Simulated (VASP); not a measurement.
# Sc2InSbAs2 (P6/mmm) in VASP: further runs

The runs below take Sc2InSbAs2 through single point, relaxation of cell and atoms, with PBE.

All numbers are computed with VASP 6.6.1; they aren't measurements. Logs are shortened: lines on timing, memory, paths and dates and some standing lists are left out, and cuts for length are marked.

## (1) The cell of the first run

Symmetry: P6/mmm, No. 191, hexagonal system. The conventional cell has a = 5.233 Å, b = 5.233 Å, c = 10.413 Å, α = 90.00°, β = 90.00°, γ = 120.00°. Sc (site symmetry -6m2) has 3 Sc at 3.02 Å and 3 In at 3.02 Å and 6 As at 4.03 Å within 4.1 Å. In (site symmetry 6/mmm) has 2 As at 2.66 Å and 6 Sc at 3.02 Å within 3.5 Å. Within 3.4 Å of Sb (site symmetry 6/mmm) lie 2 As at 2.54 Å. As (site symmetry 6mm) has 1 Sb at 2.54 Å and 1 In at 2.66 Å within 3.4 Å.

The cell was generated, and may not be a known phase.

## (2) Single point, PBE

INCAR

```
  ALGO = Normal
  EDIFF = 1E-6
  ENCUT = 520
  GGA = PE
  ISIF = 2
  ISMEAR = 0
  LASPH = T
  LCHARG = F
  LREAL = F
  LWAVE = F
  NBANDS = 34
  NELM = 100
  PREC = Accurate
  SIGMA = 0.1
```

KPOINTS

```
k-points
0
Gamma
  6 6 2
```

POSCAR

```
Sc2InSbAs2
1.0
    5.2334917040      0.0000000000      0.0000000000
   -2.6167458520      4.5323367661      0.0000000000
    0.0000000000      0.0000000000     10.4131689665
Sc In Sb As
2 1 1 2
Direct
    0.3333333333      0.6666666667      0.0000000000
    0.6666666667      0.3333333333      0.0000000000
    0.0000000000      0.0000000000      0.0000000000
    0.0000000000      0.0000000000      0.5000000000
    0.0000000000      0.0000000000      0.2556956078
    0.0000000000      0.0000000000      0.7443043922
```

Potentials or basis: VASP PAW PBE potentials, release 64 (Sc_sv, In_d, Sb, As).

The run is started by

```sh
cat potpaw_PBE.64/Sc_sv/POTCAR potpaw_PBE.64/In_d/POTCAR potpaw_PBE.64/Sb/POTCAR potpaw_PBE.64/As/POTCAR > POTCAR
mpirun -np 1 vasp_std > vasp.out
```

OUTCAR:

```text
EDIFF = 1E-6
   ENCUT = 520
   GGA = PE
   ISIF = 2
   ISMEAR = 0
   LASPH = T
   LREAL = F
   NELM = 100
   PREC = Accurate

 ion  position               nearest neighbor table
   1  0.333  0.667  0.000-   2 3.02   3 3.02   2 3.02   3 3.02   3 3.02   2 3.02
   2  0.667  0.333  0.000-   1 3.02   3 3.02   1 3.02   3 3.02   3 3.02   1 3.02
   3  0.000  0.000  0.000-   5 2.66   6 2.66   1 3.02   2 3.02   1 3.02   2 3.02   2 3.02   1 3.02

   4  0.000  0.000  0.500-   5 2.54   6 2.54
   5  0.000  0.000  0.256-   4 2.54   3 2.66
   6  0.000  0.000  0.744-   4 2.54   3 2.66

  LATTYP: Found a hexagonal cell.
 ALAT       =     5.2334917040
 C/A-ratio  =     1.9897172969

  Lattice vectors:

 A1 = (   5.2334917040,   0.0000000000,   0.0000000000)
 A2 = (  -2.6167458520,   4.5323367661,   0.0000000000)
 A3 = (   0.0000000000,   0.0000000000,  10.4131689665)

Analysis of symmetry for initial positions (statically):
=====================================================================
 Subroutine PRICEL returns:
 Original cell was already a primitive cell.

 Routine SETGRP: Setting up the symmetry group for a
 hexagonal supercell.

 Subroutine GETGRP returns: Found 24 space group operations
 (whereof 24 operations were pure point group operations)
 out of a pool of 24 trial point group operations.

The static configuration has the point symmetry D_6h.

Analysis of symmetry for dynamics (positions and initial velocities):
=====================================================================
 Subroutine PRICEL returns:
 Original cell was already a primitive cell.

 Routine SETGRP: Setting up the symmetry group for a
 hexagonal supercell.

 Subroutine GETGRP returns: Found 24 space group operations
 (whereof 24 operations were pure point group operations)
 out of a pool of 24 trial point group operations.

The dynamic configuration has the point symmetry D_6h.

 Subroutine INISYM returns: Found 24 space group operations
 (whereof 24 operations are pure point group operations),
 and found     1 'primitive' translations

----------------------------------------------------------------------------------------

                                     Primitive cell

  volume of cell :     246.9998

  direct lattice vectors                    reciprocal lattice vectors
     5.233491704  0.000000000  0.000000000     0.191077020  0.110318369  0.000000000
    -2.616745852  4.532336766  0.000000000     0.000000000  0.220636738  0.000000000
     0.000000000  0.000000000 10.413168967     0.000000000  0.000000000  0.096032246

  length of vectors
     5.233491704  5.233491704 10.413168967     0.220636738  0.220636738  0.096032246

  position of ions in fractional coordinates (direct lattice)
     0.333333333  0.666666667  0.000000000
     0.666666667  0.333333333  0.000000000
     0.000000000  0.000000000  0.000000000
     0.000000000  0.000000000  0.500000000
     0.000000000  0.000000000  0.255695608
     0.000000000  0.000000000  0.744304392

  ion indices of the primitive-cell ions
   primitive index   ion index
                 1           1
                 2           2
                 3           3
                 4           4
                 5           5
                 6           6

----------------------------------------------------------------------------------------

 KPOINTS: k-points

Automatic generation of k-mesh.
 Grid dimensions read from file:
 generate k-points for:    6    6    2

 Generating k-lattice:

  Cartesian coordinates                     Fractional coordinates (reciprocal lattice)
     0.031846170  0.018386395  0.000000000     0.166666667  0.000000000  0.000000000
     0.000000000  0.036772790  0.000000000     0.000000000  0.166666667  0.000000000
     0.000000000  0.000000000  0.048016123     0.000000000  0.000000000  0.500000000

  Length of vectors
     0.036772790  0.036772790  0.048016123

  Shift w.r.t. Gamma in fractional coordinates (k-lattice)
     0.000000000  0.000000000  0.000000000

 Subroutine IBZKPT returns following result:
 ===========================================

 Found     14 irreducible k-points:

 Following reciprocal coordinates:
            Coordinates               Weight
  0.000000  0.000000  0.000000      1.000000
  0.166667  0.000000  0.000000      6.000000
  0.333333 -0.000000  0.000000      6.000000
  0.500000  0.000000  0.000000      3.000000
  0.166667  0.166667  0.000000      6.000000
  0.333333  0.166667  0.000000     12.000000
  0.333333  0.333333  0.000000      2.000000
  0.000000  0.000000  0.500000      1.000000
  0.166667  0.000000  0.500000      6.000000
  0.333333 -0.000000  0.500000      6.000000
  0.500000  0.000000  0.500000      3.000000
  0.166667  0.166667  0.500000      6.000000
  0.333333  0.166667  0.500000     12.000000
  0.333333  0.333333  0.500000      2.000000
   k-points           NKPTS =     14   k-points in BZ     NKDIM =     14   number of bands    NBANDS=     34
   number of dos      NEDOS =    301   number of ions     NIONS =      6
   total plane-waves  NPLWV = 128000
   dimension x,y,z NGX =    40 NGY =   40 NGZ =   80
   dimension x,y,z NGXF=    80 NGYF=   80 NGZF=  160
   ions per type =               2   1   1   2
   NGX,Y,Z   is equivalent  to a cutoff of  12.71, 12.71, 12.77 a.u.
   NGXF,Y,Z  is equivalent  to a cutoff of  25.41, 25.41, 25.54 a.u.
 SYSTEM =  unknown system
   PREC   = accura    normal or accurate (medium, high low for compatibility)
   ISTART =      0    job   : 0-new  1-cont  2-samecut
   ICHARG =      2    charge: 1-file 2-atom 10-const
   ISPIN  =      1    spin polarized calculation?
   LNONCOLLINEAR =      F non collinear calculations
   LSORBIT =      F    spin-orbit coupling
   LASPH  =      T    aspherical Exc in radial PAW
   ENCUT  =  520.0 eV  38.22 Ry    6.18 a.u.   9.73  9.73 19.36*2*pi/ulx,y,z
   NELM   =    100;   NELMIN=  2; NELMDL= -5     # of ELM steps
   EDIFF  = 0.1E-05   stopping-criterion for ELM
   LREAL  =      F    real-space projection
   EDIFFG = 0.1E-04   stopping-criterion for IOM
   NSW    =      0    number of steps for IOM
   IBRION =     -1    ionic relax: 0-MD 1-quasi-New 2-CG
   NFREE  =      0    steps in history (QN), initial steepest desc. (CG)
   ISIF   =      2    stress and relaxation
   ISYM   =      2    0-nonsym 1-usesym 2-fastsym
   POTIM  = 0.5000    time-step for ionic-motion
   TEBEG  =    0.0;   TEEND  =   0.0 temperature during run
   PSTRESS=    0.0 pullay stress
   NELECT =      50.0000    total number of electrons
   NUPDOWN=      -1.0000    fix difference up-down
   EMIN   =  10.00;   EMAX   =-10.00  energy-range for DOS
   EFERMI =   0.00;   METHOD = LEGACY
   ISMEAR =     0;   SIGMA  =   0.10  broadening in eV -4-tet -1-fermi 0-gaus
   EFERMI_NEDOS =   21; number of points for ismear=-14 and -15
   IALGO  =     38    algorithm
   IMIX   =      4    mixing-type and parameters
     AMIX     =   0.40;   BMIX     =  1.00
     AMIX_MAG =   1.60;   BMIX_MAG =  1.00
  volume/ion in A,a.u.               =      41.17       277.81
  Fermi-wavevector in a.u.,A,eV,Ry     =   0.961242  1.816484 12.571589  0.923986
  Thomas-Fermi vector in A             =   2.090596
   LORBIT       =      0    0 simple, 1 ext, 2 COOP (PROOUT), +10 PAW based schemes
   GGA     = PE    functional components
   LHFCALC =     F    Hartree Fock is set to
   AEXX    =    0.0000 exact exchange contribution
   IVDW    =     0    specifies the selected vdW correction
   LEPSILON=     F    determine dielectric tensor
   LRPA    =     F    only Hartree local field effects (RPA)
 non-spin polarized calculation
 Gauss-broadening in eV      SIGMA  =   0.10
  energy-cutoff  :      520.00
  volume of cell :      247.00
 maximum number of plane-waves:      6711
 NGX is ok and might be reduce to    40
   NGX = 19   NGY = 19   NGZ = 39

 number of electron      49.9999999 magnetization

 Free energy of the ion-electron system (eV)
  ---------------------------------------------------
  ext. energy  EPLUGINS =         0.00000000
  ---------------------------------------------------
  free energy    TOTEN  =       -24.19664548 eV

  energy without entropy =      -24.14175683  energy(sigma->0) =      -24.16920116

 E-fermi :   1.5254     XC(G=0):  -7.3378

 val. band max:        1.5182359280   @ k =   0.3333  -0.0000   0.5000
 cond. band min:       1.5347787214   @ k =   0.3333   0.3333   0.5000
 fundamental gap:      0.0165427934
 Fermi energy:         1.5253754215

 k-point     1 :       0.0000    0.0000    0.0000
  band No.  band energies     occupation
      1     -48.7329      2.00000
      2     -48.6595      2.00000
      3     -27.6136      2.00000
      4     -27.5462      2.00000
      5     -27.3641      2.00000
      6     -27.3641      2.00000
[... 26 lines left out ...]
     33       3.1786      0.00000
     34       3.3079      0.00000

 k-point     2 :       0.1667    0.0000    0.0000
  band No.  band energies     occupation
      1     -48.7285      2.00000
      2     -48.6639      2.00000
      3     -27.6096      2.00000
      4     -27.5501      2.00000
      5     -27.3704      2.00000
      6     -27.3505      2.00000
[... 26 lines left out ...]
     33       3.1906      0.00000
     34       3.3097      0.00000

 k-point     3 :       0.3333   -0.0000    0.0000
  band No.  band energies     occupation
      1     -48.7174      2.00000
      2     -48.6751      2.00000
      3     -27.5993      2.00000
      4     -27.5604      2.00000
      5     -27.3821      2.00000
      6     -27.3188      2.00000
[... 26 lines left out ...]
     33       3.3272      0.00000
     34       3.5029      0.00000

 k-point     4 :       0.5000    0.0000    0.0000
  band No.  band energies     occupation
      1     -48.7085      2.00000
      2     -48.6841      2.00000
      3     -27.5911      2.00000
      4     -27.5686      2.00000
      5     -27.3877      2.00000
      6     -27.2989      2.00000
[... 26 lines left out ...]
     33       3.5470      0.00000
     34       3.6493      0.00000

 k-point     5 :       0.1667    0.1667    0.0000
  band No.  band energies     occupation
      1     -48.7207      2.00000
      2     -48.6718      2.00000
      3     -27.6024      2.00000
      4     -27.5574      2.00000
      5     -27.3823      2.00000
      6     -27.3232      2.00000
[... 251 lines left out ...]
 k-point    12 :       0.1667    0.1667    0.5000
  band No.  band energies     occupation
      1     -48.7207      2.00000
      2     -48.6718      2.00000
      3     -27.6024      2.00000
      4     -27.5574      2.00000
      5     -27.3822      2.00000
      6     -27.3232      2.00000
[... 26 lines left out ...]
     33       3.0958      0.00000
     34       3.2855      0.00000

 k-point    13 :       0.3333    0.1667    0.5000
  band No.  band energies     occupation
      1     -48.7085      2.00000
      2     -48.6841      2.00000
      3     -27.5911      2.00000
      4     -27.5686      2.00000
      5     -27.3945      2.00000
      6     -27.2833      2.00000
[... 26 lines left out ...]
     33       3.1893      0.00000
     34       3.2700      0.00000

 k-point    14 :       0.3333    0.3333    0.5000
  band No.  band energies     occupation
      1     -48.6963      2.00000
      2     -48.6963      2.00000
      3     -27.5799      2.00000
      4     -27.5799      2.00000
      5     -27.4030      2.00000
      6     -27.2250      2.00000
[... 26 lines left out ...]
     33       3.0454      0.00000
     34       3.2216      0.00000

------------------------ aborting loop because EDIFF is reached ----------------------------------------

  FORCE on cell =-STRESS in cart. coord.  units (eV):
  Direction    XX          YY          ZZ          XY          YZ          ZX
  --------------------------------------------------------------------------------------
  -------------------------------------------------------------------------------------
  Total        0.0366778      0.0366778      0.0941221      0.0000000      0.0000000     -0.0000000
  in kB        0.2379123      0.2379123      0.6105279      0.0000000      0.0000000     -0.0000000
  external PRESSURE =       0.3621175 kB  Pullay stress =       0.0000000 kB

 VOLUME and BASIS-vectors are now :
 -----------------------------------------------------------------------------
  energy-cutoff  :      520.00
  volume of cell :      247.00
      direct lattice vectors                 reciprocal lattice vectors
     5.233491704  0.000000000  0.000000000     0.191077020  0.110318369  0.000000000
    -2.616745852  4.532336766  0.000000000     0.000000000  0.220636738  0.000000000
     0.000000000  0.000000000 10.413168967     0.000000000  0.000000000  0.096032246

 POSITION                                       TOTAL-FORCE (eV/Angst)
 -----------------------------------------------------------------------------------
     -0.00000      3.02156      0.00000        -0.000000      0.000000     -0.000000
      2.61675      1.51078      0.00000         0.000000     -0.000000     -0.000000
      0.00000      0.00000      0.00000         0.000000     -0.000000     -0.000000
      0.00000      0.00000      5.20658         0.000000     -0.000000     -0.000000
      0.00000      0.00000      2.66260         0.000000      0.000000     -0.017709
      0.00000      0.00000      7.75057        -0.000000      0.000000      0.017709
 -----------------------------------------------------------------------------------
    total drift:                                0.000000     -0.000000      0.000000

  FREE ENERGIE OF THE ION-ELECTRON SYSTEM (eV)
  ---------------------------------------------------
  free  energy   TOTEN  =       -24.1966454831 eV

  energy  without entropy=      -24.1417568307  energy(sigma->0) =      -24.16920116
```

Run time: 85 s. Hardware: 1 thread of Intel Xeon 6975P-C (Granite Rapids), shared host; peak memory 0.43 GiB.

What came out:

- Free energy: -24.1966 eV
- Pressure: 0.0 GPa
- Largest force: 0.018 eV/Å
- Band gap on the k mesh: zero (bands 25 and 26 overlap by 0.45 eV)

Forces on the atoms (eV/Å):
```
Sc   0.000  0.000  0.000
Sc   0.000  0.000  0.000
In   0.000  0.000  0.000
Sb   0.000  0.000  0.000
As   0.000  0.000 -0.018
As   0.000  0.000  0.018
```

Caveat: semilocal functionals underestimate gaps, and a narrow one can read as zero; spin-orbit coupling is left out, which moves the levels of the heavy elements.

[end of part 1 of 2]

The gap in the log of VASP goes by the Fermi energy; the results here count the filled bands.